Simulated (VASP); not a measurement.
# Zn3GeO (P4/mmm) in VASP: a series of runs

The runs below take Zn3GeO through single point, relaxation of cell and atoms, with PBE.

Program: VASP 6.6.1. These are calculated values, not measurements. Logs are shortened: lines on timing, memory, paths and dates and some standing lists are left out, and cuts for length are marked.

## (1) The cell of the first run

Symmetry: P4/mmm, No. 123, tetragonal system. Conventional cell: a = 3.500 Å, b = 3.500 Å, c = 5.863 Å, α = 90.00°, β = 90.00°, γ = 90.00°. Within 2.5 Å of Zn (site symmetry 4mm) lie 1 Ge at 1.91 Å and 1 Zn at 2.05 Å. Within 3.5 Å of Zn (site symmetry 4/mmm) lie 12 Zn at 2.68 to 3.50 Å and 2 O at 2.93 Å. Within 2.5 Å of Ge (site symmetry 4/mmm) lie 2 Zn at 1.91 Å and 4 O at 2.47 Å. O (site symmetry 4/mmm) has 4 Ge at 2.47 Å and 10 Zn at 2.93 to 3.12 Å within 3.3 Å.

## (2) Single point, PBE

Input file INCAR:

```
PREC = Accurate
ENCUT = 520
EDIFF = 1E-7
ISMEAR = 0
SIGMA = 0.1
LREAL = F
LASPH = T
NELM = 80
ALGO = Normal
ISIF = 2
LWAVE = F
LCHARG = T
GGA = PE
LELF = T
LVHAR = T
NBANDS = 36
```

Input file KPOINTS:

```
regular mesh
0
Gamma
  6 6 4
```

Input file POSCAR:

```
Zn3GeO
1.0
    3.4999638000      0.0000000000      0.0000000000
    0.0000000000      3.4999638000      0.0000000000
    0.0000000000      0.0000000000      5.8626182900
Zn Ge O
3 1 1
Direct
    0.0000000000      0.0000000000      0.8254458400
    0.0000000000      0.0000000000      0.1745541600
    0.5000000000      0.5000000000      0.0000000000
    0.0000000000      0.0000000000      0.5000000000
    0.5000000000      0.5000000000      0.5000000000
```

Potentials or basis: VASP PAW PBE potentials, release 64 (Zn, Ge_d, O).

Command:

```bash
> cat potpaw_PBE.64/Zn/POTCAR potpaw_PBE.64/Ge_d/POTCAR potpaw_PBE.64/O/POTCAR > POTCAR
> mpirun -np 1 vasp_std > vasp.out
```

OUTCAR:

```text
PREC = Accurate
   ENCUT = 520
   EDIFF = 1E-7
   ISMEAR = 0
   LREAL = F
   LASPH = T
   NELM = 80
   ISIF = 2
   GGA = PE

 ion  position               nearest neighbor table
   1  0.000  0.000  0.825-   4 1.91   2 2.05   3 2.68   3 2.68   3 2.68   3 2.68
   2  0.000  0.000  0.175-   4 1.91   1 2.05   3 2.68   3 2.68   3 2.68   3 2.68
   3  0.500  0.500  0.000-   1 2.68   2 2.68   1 2.68   2 2.68   1 2.68   2 2.68   1 2.68   2 2.68

   4  0.000  0.000  0.500-   1 1.91   2 1.91
   5  0.500  0.500  0.500-

  LATTYP: Found a simple tetragonal cell.
 ALAT       =     3.4999638000
 C/A-ratio  =     1.6750511220

  Lattice vectors:

 A1 = (   3.4999638000,   0.0000000000,   0.0000000000)
 A2 = (   0.0000000000,   3.4999638000,   0.0000000000)
 A3 = (   0.0000000000,   0.0000000000,   5.8626182900)

Analysis of symmetry for initial positions (statically):
=====================================================================
 Subroutine PRICEL returns:
 Original cell was already a primitive cell.

 Routine SETGRP: Setting up the symmetry group for a
 simple tetragonal supercell.

 Subroutine GETGRP returns: Found 16 space group operations
 (whereof 16 operations were pure point group operations)
 out of a pool of 16 trial point group operations.

The static configuration has the point symmetry D_4h.

Analysis of symmetry for dynamics (positions and initial velocities):
=====================================================================
 Subroutine PRICEL returns:
 Original cell was already a primitive cell.

 Routine SETGRP: Setting up the symmetry group for a
 simple tetragonal supercell.

 Subroutine GETGRP returns: Found 16 space group operations
 (whereof 16 operations were pure point group operations)
 out of a pool of 16 trial point group operations.

The dynamic configuration has the point symmetry D_4h.

 Subroutine INISYM returns: Found 16 space group operations
 (whereof 16 operations are pure point group operations),
 and found     1 'primitive' translations

----------------------------------------------------------------------------------------

                                     Primitive cell

  volume of cell :      71.8156

  direct lattice vectors                    reciprocal lattice vectors
     3.499963800  0.000000000  0.000000000     0.285717241  0.000000000  0.000000000
     0.000000000  3.499963800  0.000000000     0.000000000  0.285717241  0.000000000
     0.000000000  0.000000000  5.862618290     0.000000000  0.000000000  0.170572251

  length of vectors
     3.499963800  3.499963800  5.862618290     0.285717241  0.285717241  0.170572251

  position of ions in fractional coordinates (direct lattice)
     0.000000000  0.000000000  0.825445840
     0.000000000  0.000000000  0.174554160
     0.500000000  0.500000000  0.000000000
     0.000000000  0.000000000  0.500000000
     0.500000000  0.500000000  0.500000000

  ion indices of the primitive-cell ions
   primitive index   ion index
                 1           1
                 2           2
                 3           3
                 4           4
                 5           5

----------------------------------------------------------------------------------------

 KPOINTS: regular mesh

Automatic generation of k-mesh.
 Grid dimensions read from file:
 generate k-points for:    6    6    4

 Generating k-lattice:

  Cartesian coordinates                     Fractional coordinates (reciprocal lattice)
     0.047619540  0.000000000  0.000000000     0.166666667  0.000000000  0.000000000
     0.000000000  0.047619540  0.000000000     0.000000000  0.166666667  0.000000000
     0.000000000  0.000000000  0.042643063     0.000000000  0.000000000  0.250000000

  Length of vectors
     0.047619540  0.047619540  0.042643063

  Shift w.r.t. Gamma in fractional coordinates (k-lattice)
     0.000000000  0.000000000  0.000000000

 Subroutine IBZKPT returns following result:
 ===========================================

 Found     30 irreducible k-points:

 Following reciprocal coordinates:
[... 48 lines left out ...]
      2     -21.1872      2.00000
      3     -21.1622      2.00000
      4     -21.1622      2.00000
      5     -21.1564      2.00000
      6     -13.6333      2.00000
[... 28 lines left out ...]
     35      11.2451      0.00000
     36      11.2451      0.00000

 k-point     2 :       0.1667    0.0000    0.0000
  band No.  band energies     occupation
      1     -21.3419      2.00000
      2     -21.1837      2.00000
      3     -21.1640      2.00000
      4     -21.1621      2.00000
      5     -21.1585      2.00000
      6     -13.5443      2.00000
[... 28 lines left out ...]
     35      11.5052      0.00000
     36      11.8464      0.00000

 k-point     3 :       0.3333    0.0000    0.0000
  band No.  band energies     occupation
      1     -21.3386      2.00000
      2     -21.1767      2.00000
      3     -21.1676      2.00000
      4     -21.1626      2.00000
      5     -21.1618      2.00000
      6     -13.3529      2.00000
[... 28 lines left out ...]
     35      12.1709      0.00000
     36      13.5490      0.00000

 k-point     4 :       0.5000    0.0000    0.0000
  band No.  band energies     occupation
      1     -21.3371      2.00000
      2     -21.1731      2.00000
      3     -21.1694      2.00000
      4     -21.1647      2.00000
      5     -21.1616      2.00000
      6     -13.2492      2.00000
[... 28 lines left out ...]
     35      12.5275      0.00000
     36      12.6451      0.00000

 k-point     5 :       0.1667    0.1667    0.0000
  band No.  band energies     occupation
      1     -21.3403      2.00000
      2     -21.1802      2.00000
      3     -21.1639      2.00000
      4     -21.1638      2.00000
      5     -21.1613      2.00000
      6     -13.4611      2.00000
[... 655 lines left out ...]
 k-point    22 :       0.1667    0.0000    0.5000
  band No.  band energies     occupation
      1     -21.3365      2.00000
      2     -21.1837      2.00000
      3     -21.1642      2.00000
      4     -21.1623      2.00000
      5     -21.1585      2.00000
      6     -13.5296      2.00000
[... 28 lines left out ...]
     35      12.5729      0.00000
     36      13.1336      0.00000

 k-point    23 :       0.3333    0.0000    0.5000
  band No.  band energies     occupation
      1     -21.3333      2.00000
      2     -21.1767      2.00000
      3     -21.1678      2.00000
      4     -21.1626      2.00000
      5     -21.1620      2.00000
      6     -13.3448      2.00000
[... 28 lines left out ...]
     35      12.6276      0.00000
     36      12.7487      0.00000

 k-point    24 :       0.5000    0.0000    0.5000
  band No.  band energies     occupation
      1     -21.3317      2.00000
      2     -21.1731      2.00000
      3     -21.1696      2.00000
      4     -21.1647      2.00000
      5     -21.1619      2.00000
      6     -13.2449      2.00000
[... 28 lines left out ...]
     35      11.1875      0.00000
     36      11.8749      0.00000

 [... further k-points ...]
[... 5 lines left out ...]
  --------------------------------------------------------------------------------------
  -------------------------------------------------------------------------------------
  Total       -1.5313396     -1.5313396     48.1151263      0.0000000     -0.0000000      0.0000000
  in kB      -34.1635799    -34.1635799   1073.4294084      0.0000000     -0.0000000      0.0000000
  external PRESSURE =     335.0340828 kB  Pullay stress =       0.0000000 kB

 VOLUME and BASIS-vectors are now :
 -----------------------------------------------------------------------------
  energy-cutoff  :      520.00
  volume of cell :       71.82
      direct lattice vectors                 reciprocal lattice vectors
     3.499963800  0.000000000  0.000000000     0.285717241  0.000000000  0.000000000
     0.000000000  3.499963800  0.000000000     0.000000000  0.285717241  0.000000000
     0.000000000  0.000000000  5.862618290     0.000000000  0.000000000  0.170572251

 POSITION                                       TOTAL-FORCE (eV/Angst)
 -----------------------------------------------------------------------------------
      0.00000      0.00000      4.83927         0.000000      0.000000      5.147021
      0.00000      0.00000      1.02334        -0.000000      0.000000     -5.147021
      1.74998      1.74998      0.00000         0.000000     -0.000000      0.000000
      0.00000      0.00000      2.93131         0.000000     -0.000000      0.000000
      1.74998      1.74998      2.93131         0.000000     -0.000000      0.000000
 -----------------------------------------------------------------------------------
    total drift:                               -0.000000      0.000000      0.000000

  FREE ENERGIE OF THE ION-ELECTRON SYSTEM (eV)
  ---------------------------------------------------
  free  energy   TOTEN  =        -8.4111145459 eV

  energy  without entropy=       -8.4035190608  energy(sigma->0) =       -8.40731680
```

Run time: 64 s. Hardware: 1 thread of Intel Xeon Platinum 8375C at 2.90GHz (Ice Lake), shared host; peak memory 0.23 GiB.

What came out:

```yaml
Free_energy: -8.4111 eV
Pressure: 33.5 GPa
Largest_force: 5.147 eV/Å
Band_gap_on_the_k_mesh: zero (band 28 reaches 6.08 eV, above the bottom of band 29 at 2.29 eV)
```

Forces in eV/Å, atoms in the order of the input:
```
Zn   0.000  0.000  5.147
Zn   0.000  0.000 -5.147
Zn   0.000  0.000  0.000
Ge   0.000  0.000  0.000
O    0.000  0.000  0.000
```

Caveat: forces of over 1 eV/Å act on the atoms, so gaps and moduli don't describe the material at rest.

## (3) Single point, PBE

This run uses another cell than the first one, of 15.38 Å³/atom, 1.071 times its volume.

Input file INCAR:

```
SYSTEM = Zn3GeO
PREC     = Accurate       ! precision mode
ENCUT    = 520            ! plane-wave cutoff, eV
EDIFF    = 1E-6           ! SCF threshold, eV
ISMEAR   = 0              ! smearing method
SIGMA    = 0.1            ! smearing width, eV
LREAL    = .False.        ! projectors in reciprocal space
LASPH    = .True.         ! aspherical terms in the spheres
NELM     = 80             ! most SCF steps
ALGO     = Normal         ! electronic algorithm
ISIF     = 2              ! what is computed and relaxed
LWAVE    = .False.        ! write WAVECAR
LCHARG   = .False.        ! write CHGCAR
GGA      = PE             ! functional
NBANDS   = 36             ! bands
```

Input file KPOINTS:

```
regular mesh
0
Gamma
  6 6 4
  0 0 0
```

Input file POSCAR:

```
Zn3GeO
1.0
    3.0606603780      0.0000000000      0.0000000000
    0.0000000000      3.0606603780      0.0000000000
    0.0000000000      0.0000000000      8.2082561028
Zn Ge O
3 1 1
Direct
    0.0000000000      0.0000000000      0.8096436787
    0.0000000000      0.0000000000      0.1903563213
    0.5000000000      0.5000000000      0.0000000000
    0.0000000000      0.0000000000      0.5000000000
    0.5000000000      0.5000000000      0.5000000000
```

Potentials or basis: VASP PAW PBE potentials, release 64 (Zn, Ge_d, O).

Command:

```bash
> cat potpaw_PBE.64/Zn/POTCAR potpaw_PBE.64/Ge_d/POTCAR potpaw_PBE.64/O/POTCAR > POTCAR
> mpirun -np 1 vasp_std > vasp.out
```

Wall time 52 s (1 thread of Intel Xeon Platinum 8375C at 2.90GHz (Ice Lake), shared host); peak memory 0.23 GiB.

Results (log left out):

* Free energy: -13.6494 eV
* Pressure: 0.2 GPa
* Largest force: 0.005 eV/Å
* Band gap on the k mesh: zero (band 28 reaches 4.54 eV, above the bottom of band 29 at 1.98 eV)

Forces in eV/Å, atoms in the order of the input:
```
Zn   0.000  0.000 -0.005
Zn   0.000  0.000  0.005
Zn   0.000  0.000  0.000
Ge   0.000  0.000  0.000
O    0.000  0.000  0.000
```

Stress tensor (GPa, compression positive):
```
0.18 0.00 0.00
0.00 0.18 0.00
0.00 0.00 0.29
```

Levels at points of the mesh, in eV from the Fermi level:
| k point | band 26 | band 27 | band 28 | band 29 | band 30 | band 31 |
| --- | --- | --- | --- | --- | --- | --- |
| (0.00, 0.00, 0.00) | -4.07 | -3.10 | 0.78 | 1.52 | 6.20 | 6.20 |
| (0.50, 0.00, 0.00) | -3.02 | -2.92 | -0.64 | 0.14 | 1.55 | 2.62 |
| (0.50, 0.50, 0.00) | -0.88 | -0.88 | -0.44 | 0.48 | 0.74 | 2.27 |
| (0.00, 0.00, 0.50) | -4.06 | -3.76 | -0.19 | 4.55 | 5.90 | 6.22 |
| (0.50, 0.00, 0.50) | -2.71 | -1.57 | -1.49 | -1.31 | 1.78 | 2.28 |
| (0.50, 0.50, 0.50) | -0.99 | -0.99 | -0.71 | 0.77 | 1.65 | 2.62 |

## (4) Single point, PBE

This run uses another cell than the first one, of 15.41 Å³/atom, 1.073 times its volume.

Input file INCAR:

```
PREC = Accurate
ENCUT = 520
EDIFF = 1E-7
ISMEAR = 0
SIGMA = 0.1
LREAL = False
LASPH = True
NELM = 80
ALGO = Normal
ISIF = 2
LWAVE = False
LCHARG = False
GGA = PE
NBANDS = 36
```

Input file KPOINTS:

```
Automatic mesh
0
Gamma
  12 12 6
```

Input file POSCAR:

```
Zn3GeO
1.0
    3.0337294044      0.0000000000      0.0000000000
    0.0000000000      3.0337294044      0.0000000000
    0.0000000000      0.0000000000      8.3741445177
Zn Ge O
3 1 1
Direct
    0.0000000000      0.0000000000      0.8037391501
    0.0000000000      0.0000000000      0.1962608499
    0.5000000000      0.5000000000      0.0000000000
    0.0000000000      0.0000000000      0.5000000000
    0.5000000000      0.5000000000      0.5000000000
```

Command:

```bash
> cat potpaw_PBE.64/Zn/POTCAR potpaw_PBE.64/Ge_d/POTCAR potpaw_PBE.64/O/POTCAR > POTCAR
> mpirun -np 1 vasp_std > vasp.out
```

Run time: 3.1 min. Hardware: 1 thread of Intel Xeon Platinum 8375C at 2.90GHz (Ice Lake), shared host; peak memory 0.39 GiB.

Results (log left out):

| Item | Value |
| --- | --- |
| Free energy | -13.6959 eV |
| Pressure | 0.2 GPa |
| Largest force | 0.007 eV/Å |
| Band gap on the k mesh | zero (band 28 reaches 4.43 eV, above the bottom of band 29 at 1.93 eV) |

Forces on the atoms (eV/Å):
```
Zn   0.000  0.000 -0.007
Zn   0.000  0.000  0.007
Zn   0.000  0.000  0.000
Ge   0.000  0.000  0.000
O    0.000  0.000  0.000
```

Levels at points of the mesh, in eV from the Fermi level:
```csv
k point,band 25,band 26,band 27,band 28,band 29,band 30,band 31,band 32
"(0.00, 0.00, 0.00)",-4.11,-4.11,-3.30,0.54,1.43,6.61,6.61,8.42
"(0.50, 0.00, 0.00)",-3.46,-3.04,-2.86,-0.68,0.22,1.62,2.38,4.43
"(0.50, 0.50, 0.00)",-2.57,-0.66,-0.66,-0.26,0.78,0.91,2.27,2.27
"(0.00, 0.00, 0.50)",-4.11,-4.11,-3.85,-0.27,4.11,5.60,6.64,6.64
"(0.50, 0.00, 0.50)",-3.04,-2.71,-1.54,-1.49,-1.32,1.83,2.39,4.65
"(0.50, 0.50, 0.50)",-2.57,-0.77,-0.77,-0.48,0.94,1.88,2.61,2.61
```

## (5) Relaxation of cell and atoms, PBE

Input file INCAR:

```
SYSTEM = Zn3GeO
PREC = Accurate
ENCUT = 600
EDIFF = 1E-7
ISMEAR = 0
SIGMA = 0.1
LREAL = .False.
LASPH = .True.
NELM = 60
ALGO = Normal
ISIF = 3
LWAVE = .False.
LCHARG = .False.
GGA = PE
IBRION = 2
NSW = 90
EDIFFG = -0.04
```

Input file KPOINTS:

```
Automatic mesh
0
Gamma
  6 6 4
  0 0 0
```

Input file POSCAR:

```
Zn3GeO
1.0
    3.4999638000      0.0000000000      0.0000000000
    0.0000000000      3.4999638000      0.0000000000
    0.0000000000      0.0000000000      5.8626182900
Zn Ge O
3 1 1
Direct
    0.0000000000      0.0000000000      0.8254458400
    0.0000000000      0.0000000000      0.1745541600
    0.5000000000      0.5000000000      0.0000000000
    0.0000000000      0.0000000000      0.5000000000
    0.5000000000      0.5000000000      0.5000000000
```

Command:

```bash
> cat potpaw_PBE.64/Zn/POTCAR potpaw_PBE.64/Ge_d/POTCAR potpaw_PBE.64/O/POTCAR > POTCAR
> mpirun -np 1 vasp_std > vasp.out
```

Wall time 13 min (1 thread of Intel Xeon Platinum 8375C at 2.90GHz (Ice Lake), shared host); peak memory 0.25 GiB.

It converged, with:

- Free energy: -13.5521 eV
- Relaxed volume: 15.22 Å³/atom
- Relaxed cell: a = 3.078 Å, b = 3.078 Å, c = 8.033 Å, α = 90.00°, β = 90.00°, γ = 90.00°
- Space group after relaxing (to 0.05 Å): P4/mmm (No. 123)
- Energy gained by relaxing: 1028.0 meV/atom
- Ionic steps: 18
- Pressure after relaxing: -0.2 GPa
- Largest force after relaxing: 0.034 eV/Å
- Band gap on the k mesh: zero (band 28 reaches 4.73 eV, above the bottom of band 29 at 2.10 eV)

Forces in eV/Å, atoms in the order of the input:
```
Zn   0.000  0.000 -0.034
Zn   0.000  0.000  0.034
Zn   0.000  0.000  0.000
Ge   0.000  0.000  0.000
O    0.000  0.000  0.000
```

Stress tensor (GPa, compression positive):
```
-0.11  0.00  0.00
 0.00 -0.11  0.00
 0.00  0.00 -0.38
```

The path:
```tsv
step	energy change (eV)	largest force (eV/Å)	pressure (GPa)	volume (Å³)
1	0.0000	5.1469	33.42	71.82
2	-3.3712	2.4084	-7.09	101.97
3	-3.7532	3.9471	-1.60	86.34
4	-3.7039	3.6300	-4.32	91.77
5	-3.7320	3.7638	-3.65	90.19
6	-4.6618	0.6502	-6.67	87.82
7	-4.7401	0.5103	-7.31	87.17
8	-4.8439	0.2664	-7.53	85.78
9	-5.1142	0.3814	0.64	75.49
10	-5.1144	0.3805	0.43	75.71
11	-5.1324	0.1933	0.42	75.61
12	-5.1354	0.0609	0.46	75.55
13	-5.1354	0.0684	0.45	75.55
14	-5.1371	0.0557	-0.12	76.08
15	-5.1371	0.0515	-0.36	76.28
16	-5.1385	0.0464	-0.32	76.24
17	-5.1400	0.0305	-0.15	76.09
18	-5.1401	0.0344	-0.20	76.12
```

Final structure:
```
Zn Ge O
1.0
     3.07835    0.00000    0.00000
     0.00000    3.07835    0.00000
     0.00000    0.00000    8.03289
Zn Ge O
3 1 1
Cartesian
  0.0000 0.0000 6.5303
  0.0000 3.0784 1.5026
  1.5392 1.5392 0.0000
  0.0000 0.0000 4.0164
  1.5392 1.5392 4.0164
```

Levels at points of the mesh, in eV from the Fermi level:
| k point | band 24 | band 25 | band 26 | band 27 | band 28 | band 29 | band 30 | band 31 | band 32 | band 33 |
| --- | --- | --- | --- | --- | --- | --- | --- | --- | --- | --- |
| (0.00, 0.00, 0.00) | -5.89 | -3.97 | -3.97 | -2.85 | 1.12 | 1.69 | 5.90 | 5.90 | 8.26 | 9.80 |
| (0.50, 0.00, 0.00) | -4.22 | -3.37 | -2.94 | -2.94 | -0.53 | 0.14 | 1.56 | 2.93 | 4.66 | 5.85 |
| (0.50, 0.50, 0.00) | -5.44 | -2.46 | -1.03 | -1.03 | -0.55 | 0.28 | 0.62 | 2.30 | 2.30 | 4.76 |
| (0.00, 0.00, 0.50) | -5.20 | -3.97 | -3.97 | -3.58 | -0.04 | 5.08 | 5.93 | 5.93 | 6.32 | 8.29 |
| (0.50, 0.00, 0.50) | -4.49 | -2.94 | -2.60 | -1.56 | -1.46 | -1.25 | 1.84 | 2.31 | 5.28 | 5.87 |
| (0.50, 0.50, 0.50) | -5.40 | -2.46 | -1.15 | -1.15 | -0.86 | 0.67 | 1.50 | 2.67 | 2.67 | 3.08 |

## (6) Overview

```tsv
task	cell	k mesh	cutoff (eV)	gap on the mesh (eV)	pressure (GPa)	largest force (eV/Å)
single point	a = 3.500, b = 3.500, c = 5.863 Å, 5 atoms	6 × 6 × 4	520	none	33.5	5.15
single point	a = 3.061, b = 3.061, c = 8.208 Å, 5 atoms	6 × 6 × 4	520	none	0.2	0.01
single point	a = 3.034, b = 3.034, c = 8.374 Å, 5 atoms	12 × 12 × 6	520	none	0.2	0.01
relaxation of cell and atoms	relaxed from a = 3.500, b = 3.500, c = 5.863 Å, 5 atoms	6 × 6 × 4	600	none	-0.2	0.03
```

Alike in all rows: level PBE; potentials or basis VASP PAW PBE potentials, release 64 (Zn, Ge_d, O); no spin polarisation; smearing gaussian 0.1 eV.

Caveats: forces of over 1 eV/Å act on the atoms, so gaps and moduli don't describe the material at rest (some runs).

Total energies depend on the potentials used, so only differences within one code and one set of settings carry meaning.
